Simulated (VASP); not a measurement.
# MgO (Fm-3m) in VASP: further runs

Runs on MgO. Level: PBEsol. Tasks: single point.

Everything below comes from runs of VASP 6.6.1. Logs are shortened: lines on timing, memory, paths and dates and some standing lists are left out, and cuts for length are marked.

## Step 1: The cell of the first run

Symmetry: Fm-3m, No. 225, cubic system. The conventional cell has a = 4.197 Å, b = 4.197 Å, c = 4.197 Å, α = 90.00°, β = 90.00°, γ = 90.00°. Within 2.8 Å of Mg (site symmetry m-3m) lie 6 O at 2.10 Å. O (site symmetry m-3m) has 6 Mg at 2.10 Å within 2.8 Å.

## Step 2: Single point, PBEsol

File INCAR:

```
SYSTEM = MgO
PREC = Accurate
ENCUT = 520
EDIFF = 1E-7
ISMEAR = -1
SIGMA = 0.05
LREAL = .False.
LASPH = .True.
NELM = 80
ALGO = Normal
ISIF = 2
LWAVE = .False.
LCHARG = .True.
GGA = PS
LELF = .True.
LVHAR = .True.
NBANDS = 11
```

File KPOINTS:

```
regular mesh
0
Gamma
  11 11 11
  0 0 0
```

File POSCAR:

```
MgO
1.0
    0.0000000000      2.0983297882      2.0983297882
    2.0983297882      0.0000000000      2.0983297882
    2.0983297882      2.0983297882      0.0000000000
Mg O
1 1
Direct
    0.0000000000      0.0000000000      0.0000000000
    0.5000000000      0.5000000000      0.5000000000
```

Potentials or basis: VASP PAW PBE potentials, release 64 (Mg, O).

Run with:

```bash
$ cat potpaw_PBE.64/Mg/POTCAR potpaw_PBE.64/O/POTCAR > POTCAR
$ mpirun -np 1 vasp_std > vasp.out
```

OUTCAR:

```text
SYSTEM = MgO
   PREC = Accurate
   ENCUT = 520
   EDIFF = 1E-7
   ISMEAR = -1
   LREAL = .False.
   LASPH = .True.
   NELM = 80
   ISIF = 2
   GGA = PS

 ion  position               nearest neighbor table
   1  0.000  0.000  0.000-   2 2.10   2 2.10   2 2.10   2 2.10   2 2.10   2 2.10
   2  0.500  0.500  0.500-   1 2.10   1 2.10   1 2.10   1 2.10   1 2.10   1 2.10

  LATTYP: Found a face centered cubic cell.
 ALAT       =     4.1966595764

  Lattice vectors:

 A1 = (   0.0000000000,   2.0983297882,   2.0983297882)
 A2 = (   2.0983297882,   0.0000000000,   2.0983297882)
 A3 = (   2.0983297882,   2.0983297882,   0.0000000000)

Analysis of symmetry for initial positions (statically):
=====================================================================
 Subroutine PRICEL returns:
 Original cell was already a primitive cell.

 Routine SETGRP: Setting up the symmetry group for a
 face centered cubic supercell.

 Subroutine GETGRP returns: Found 48 space group operations
 (whereof 48 operations were pure point group operations)
 out of a pool of 48 trial point group operations.

The static configuration has the point symmetry O_h .

Analysis of symmetry for dynamics (positions and initial velocities):
=====================================================================
 Subroutine PRICEL returns:
 Original cell was already a primitive cell.

 Routine SETGRP: Setting up the symmetry group for a
 face centered cubic supercell.

 Subroutine GETGRP returns: Found 48 space group operations
 (whereof 48 operations were pure point group operations)
 out of a pool of 48 trial point group operations.

The dynamic configuration has the point symmetry O_h .

 Subroutine INISYM returns: Found 48 space group operations
 (whereof 48 operations are pure point group operations),
 and found     1 'primitive' translations

----------------------------------------------------------------------------------------

                                     Primitive cell

  volume of cell :      18.4778

  direct lattice vectors                    reciprocal lattice vectors
     0.000000000  2.098329788  2.098329788    -0.238284755  0.238284755  0.238284755
     2.098329788  0.000000000  2.098329788     0.238284755 -0.238284755  0.238284755
     2.098329788  2.098329788  0.000000000     0.238284755  0.238284755 -0.238284755

  length of vectors
     2.967486445  2.967486445  2.967486445     0.412721303  0.412721303  0.412721303

  position of ions in fractional coordinates (direct lattice)
     0.000000000  0.000000000  0.000000000
     0.500000000  0.500000000  0.500000000

  ion indices of the primitive-cell ions
   primitive index   ion index
                 1           1
                 2           2

----------------------------------------------------------------------------------------

 KPOINTS: regular mesh

Automatic generation of k-mesh.
 Grid dimensions read from file:
 generate k-points for:   11   11   11

 Generating k-lattice:

  Cartesian coordinates                     Fractional coordinates (reciprocal lattice)
    -0.021662250  0.021662250  0.021662250     0.090909091  0.000000000  0.000000000
     0.021662250 -0.021662250  0.021662250     0.000000000  0.090909091  0.000000000
     0.021662250  0.021662250 -0.021662250     0.000000000  0.000000000  0.090909091

  Length of vectors
     0.037520118  0.037520118  0.037520118

  Shift w.r.t. Gamma in fractional coordinates (k-lattice)
     0.000000000  0.000000000  0.000000000

 Subroutine IBZKPT returns following result:
 ===========================================

 Found     56 irreducible k-points:

 Following reciprocal coordinates:
            Coordinates               Weight
  0.000000  0.000000  0.000000      1.000000
  0.090909  0.000000  0.000000      8.000000
  0.181818  0.000000  0.000000      8.000000
  0.272727  0.000000  0.000000      8.000000
  0.363636  0.000000  0.000000      8.000000
  0.454545  0.000000  0.000000      8.000000
[... 16 lines left out ...]
 -0.272727  0.181818  0.000000     24.000000
 -0.181818  0.181818  0.000000     12.000000
 [... further k-points ...]
   k-points           NKPTS =     56   k-points in BZ     NKDIM =     56   number of bands    NBANDS=     11
   number of dos      NEDOS =    301   number of ions     NIONS =      2
   total plane-waves  NPLWV =  13824
   dimension x,y,z NGX =    24 NGY =   24 NGZ =   24
   dimension x,y,z NGXF=    48 NGYF=   48 NGZF=   48
   ions per type =               1   1
   NGX,Y,Z   is equivalent  to a cutoff of  13.45, 13.45, 13.45 a.u.
   NGXF,Y,Z  is equivalent  to a cutoff of  26.89, 26.89, 26.89 a.u.
 SYSTEM =  MgO
   PREC   = accura    normal or accurate (medium, high low for compatibility)
   ISTART =      0    job   : 0-new  1-cont  2-samecut
   ICHARG =      2    charge: 1-file 2-atom 10-const
   ISPIN  =      1    spin polarized calculation?
   LNONCOLLINEAR =      F non collinear calculations
   LSORBIT =      F    spin-orbit coupling
   LASPH  =      T    aspherical Exc in radial PAW
   ENCUT  =  520.0 eV  38.22 Ry    6.18 a.u.   5.52  5.52  5.52*2*pi/ulx,y,z
   NELM   =     80;   NELMIN=  2; NELMDL= -5     # of ELM steps
   EDIFF  = 0.1E-06   stopping-criterion for ELM
   LREAL  =      F    real-space projection
   EDIFFG = 0.1E-05   stopping-criterion for IOM
   NSW    =      0    number of steps for IOM
   IBRION =     -1    ionic relax: 0-MD 1-quasi-New 2-CG
   NFREE  =      0    steps in history (QN), initial steepest desc. (CG)
   ISIF   =      2    stress and relaxation
   ISYM   =      2    0-nonsym 1-usesym 2-fastsym
   POTIM  = 0.5000    time-step for ionic-motion
   TEBEG  =    0.0;   TEEND  =   0.0 temperature during run
   PSTRESS=    0.0 pullay stress
   NELECT =       8.0000    total number of electrons
   NUPDOWN=      -1.0000    fix difference up-down
   EMIN   =  10.00;   EMAX   =-10.00  energy-range for DOS
   EFERMI =   0.00;   METHOD = LEGACY
   ISMEAR =    -1;   SIGMA  =   0.05  broadening in eV -4-tet -1-fermi 0-gaus
   EFERMI_NEDOS =   21; number of points for ismear=-14 and -15
   IALGO  =     38    algorithm
   IMIX   =      4    mixing-type and parameters
     AMIX     =   0.40;   BMIX     =  1.00
     AMIX_MAG =   1.60;   BMIX_MAG =  1.00
  volume/ion in A,a.u.               =       9.24        62.35
  Fermi-wavevector in a.u.,A,eV,Ry     =   1.238476  2.340381 20.868941  1.533824
  Thomas-Fermi vector in A             =   2.373000
   LORBIT       =      0    0 simple, 1 ext, 2 COOP (PROOUT), +10 PAW based schemes
   GGA     = PS    functional components
   LHFCALC =     F    Hartree Fock is set to
   AEXX    =    0.0000 exact exchange contribution
   IVDW    =     0    specifies the selected vdW correction
   LEPSILON=     F    determine dielectric tensor
   LRPA    =     F    only Hartree local field effects (RPA)
 non-spin polarized calculation
  energy-cutoff  :      520.00
  volume of cell :       18.48
 maximum number of plane-waves:       531
 NGX is ok and might be reduce to    24
   NGX = 11   NGY = 11   NGZ = 11

 number of electron       8.0000004 magnetization

 Free energy of the ion-electron system (eV)
  ---------------------------------------------------
  ext. energy  EPLUGINS =         0.00000000
  ---------------------------------------------------
  free energy    TOTEN  =       -12.51140709 eV

  energy without entropy =      -12.51140709  energy(sigma->0) =      -12.51140709

 E-fermi :   4.2470     XC(G=0): -11.3636

 val. band max:        3.1502110484   @ k =   0.0000   0.0000   0.0000
 cond. band min:       7.8914013686   @ k =   0.0000   0.0000   0.0000
 fundamental gap:      4.7411903202
 Fermi energy:         4.2469903901

 k-point     1 :       0.0000    0.0000    0.0000
  band No.  band energies     occupation
      1     -14.1131      2.00000
      2       3.1502      2.00000
      3       3.1502      2.00000
      4       3.1502      2.00000
      5       7.8914      0.00000
      6      18.8430      0.00000
      7      18.8430      0.00000
      8      18.8430      0.00000
      9      22.7147      0.00000
     10      24.6112      0.00000
     11      24.6112      0.00000

 k-point     2 :       0.0909    0.0000    0.0000
  band No.  band energies     occupation
      1     -14.0219      2.00000
      2       2.5878      2.00000
      3       3.0919      2.00000
      4       3.0919      2.00000
      5       8.4276      0.00000
      6      17.7381      0.00000
      7      19.0486      0.00000
      8      19.0486      0.00000
      9      23.9924      0.00000
     10      23.9924      0.00000
     11      24.1995      0.00000

 k-point     3 :       0.1818    0.0000    0.0000
  band No.  band energies     occupation
      1     -13.7669      2.00000
      2       1.3945      2.00000
      3       2.9399      2.00000
      4       2.9399      2.00000
      5       9.5017      0.00000
      6      16.2952      0.00000
      7      19.5100      0.00000
      8      19.5100      0.00000
      9      23.2712      0.00000
     10      23.2712      0.00000
     11      25.4695      0.00000

 k-point     4 :       0.2727    0.0000    0.0000
  band No.  band energies     occupation
      1     -13.4059      2.00000
      2       0.1283      2.00000
      3       2.7498      2.00000
      4       2.7498      2.00000
      5      10.4311      0.00000
      6      15.5138      0.00000
      7      19.7586      0.00000
      8      19.7586      0.00000
      9      23.3996      0.00000
     10      23.3996      0.00000
     11      25.0404      0.00000

 k-point     5 :       0.3636    0.0000    0.0000
  band No.  band energies     occupation
      1     -13.0397      2.00000
      2      -0.9102      2.00000
      3       2.5830      2.00000
      4       2.5830      2.00000
      5      10.8709      0.00000
      6      15.4841      0.00000
      7      19.6255      0.00000
      8      19.6255      0.00000
      9      24.4171      0.00000
     10      24.4171      0.00000
     11      24.4592      0.00000
[... 211 lines left out ...]
 k-point    21 :      -0.4545    0.1818    0.0000
  band No.  band energies     occupation
      1     -12.6560      2.00000
      2      -1.1264      2.00000
      3       1.4426      2.00000
      4       2.2754      2.00000
      5      12.2766      0.00000
      6      15.4359      0.00000
      7      17.0985      0.00000
      8      20.1969      0.00000
      9      23.1990      0.00000
     10      26.2306      0.00000
     11      27.8572      0.00000

 k-point    22 :      -0.3636    0.1818    0.0000
  band No.  band energies     occupation
      1     -12.7276      2.00000
      2      -0.9557      2.00000
      3       1.3695      2.00000
      4       2.3904      2.00000
      5      12.3060      0.00000
      6      15.3294      0.00000
      7      17.2533      0.00000
      8      20.2396      0.00000
      9      23.9808      0.00000
     10      24.5480      0.00000
     11      27.7909      0.00000

 k-point    23 :      -0.2727    0.1818    0.0000
  band No.  band energies     occupation
      1     -12.9749      2.00000
      2      -0.4359      2.00000
      3       1.5513      2.00000
      4       2.5707      2.00000
      5      12.0314      0.00000
      6      14.9646      0.00000
      7      17.8181      0.00000
      8      20.5354      0.00000
      9      22.6577      0.00000
     10      24.4947      0.00000
     11      27.9194      0.00000

 k-point    24 :      -0.1818    0.1818    0.0000
  band No.  band energies     occupation
      1     -13.2973      2.00000
      2       0.2307      2.00000
      3       2.0025      2.00000
      4       2.7634      2.00000
      5      11.1986      0.00000
      6      15.0830      0.00000
      7      18.6210      0.00000
      8      21.0740      0.00000
      9      21.1392      0.00000
     10      24.3856      0.00000
     11      27.7313      0.00000

 [... further k-points ...]
[... 5 lines left out ...]
  --------------------------------------------------------------------------------------
  -------------------------------------------------------------------------------------
  Total        0.1768844      0.1768844      0.1768844      0.0000000      0.0000000     -0.0000000
  in kB       15.3372951     15.3372951     15.3372951      0.0000000      0.0000000     -0.0000000
  external PRESSURE =      15.3372951 kB  Pullay stress =       0.0000000 kB

 VOLUME and BASIS-vectors are now :
 -----------------------------------------------------------------------------
  energy-cutoff  :      520.00
  volume of cell :       18.48
      direct lattice vectors                 reciprocal lattice vectors
     0.000000000  2.098329788  2.098329788    -0.238284755  0.238284755  0.238284755
     2.098329788  0.000000000  2.098329788     0.238284755 -0.238284755  0.238284755
     2.098329788  2.098329788  0.000000000     0.238284755  0.238284755 -0.238284755

 POSITION                                       TOTAL-FORCE (eV/Angst)
 -----------------------------------------------------------------------------------
      0.00000      0.00000      0.00000        -0.000000     -0.000000      0.000000
      2.09833      2.09833      2.09833         0.000000      0.000000      0.000000
 -----------------------------------------------------------------------------------
    total drift:                               -0.000000     -0.000000      0.000000

  FREE ENERGIE OF THE ION-ELECTRON SYSTEM (eV)
  ---------------------------------------------------
  free  energy   TOTEN  =       -12.5114070888 eV

  energy  without entropy=      -12.5114070888  energy(sigma->0) =      -12.51140709
```

Wall time 7.8 s (1 thread of Intel Xeon Platinum 8559C (Emerald Rapids), shared host); peak memory 0.14 GiB.

What came out:

* Free energy: -12.5114 eV
* Pressure: 1.5 GPa
* Band gap on the k mesh: 4.74 eV

Caveat: the PAW data sets were made with another functional, which shifts forces and pressure a little.

## Step 3: Single point, PBEsol

This run uses another cell than the first one, of 9.08 Å³/atom.

File INCAR:

```
SYSTEM = MgO
PREC     = Accurate       ! precision mode
ENCUT    = 520            ! plane-wave cutoff, eV
EDIFF    = 1E-6           ! SCF threshold, eV
ISMEAR   = -1             ! smearing method
SIGMA    = 0.05           ! smearing width, eV
LREAL    = .False.        ! projectors in reciprocal space
LASPH    = .True.         ! aspherical terms in the spheres
NELM     = 60             ! most SCF steps
ALGO     = Normal         ! electronic algorithm
ISIF     = 2              ! what is computed and relaxed
LWAVE    = .False.        ! write WAVECAR
LCHARG   = .False.        ! write CHGCAR
GGA      = PS             ! functional
NBANDS   = 11             ! bands
```

File KPOINTS:

```
Automatic mesh
0
Gamma
  11 11 11
  0 0 0
```

File POSCAR:

```
MgO
1.0
    0.0000000000      2.0862139374      2.0862139374
    2.0862139374      0.0000000000      2.0862139374
    2.0862139374      2.0862139374      0.0000000000
Mg O
1 1
Direct
    0.0000000000      0.0000000000      0.0000000000
    0.5000000000      0.5000000000      0.5000000000
```

Potentials or basis: VASP PAW PBE potentials, release 64 (Mg, O).

Run with:

```bash
$ cat potpaw_PBE.64/Mg/POTCAR potpaw_PBE.64/O/POTCAR > POTCAR
$ mpirun -np 1 vasp_std > vasp.out
```

It used 4.6 s of CPU time on 1 thread of Intel(R) Xeon(R) Platinum 8559C (Emerald Rapids) (shared host).

The run converged. Its results:

```yaml
Free_energy: -12.5050 eV
Pressure: 4.5 GPa
Band_gap_on_the_k_mesh: 4.91 eV
```

Levels at points of the mesh, in eV from the valence-band top:
```
           k point  band 1  band 2  band 3  band 4  band 5  band 6  band 7  band 8  band 9
(0.00, 0.00, 0.00)  -17.36    0.00    0.00    0.00    4.91   15.79   15.79   15.79   19.71
```

Caveat: the cell stands under pressure; the PAW data sets were made with another functional, which shifts forces and pressure a little.
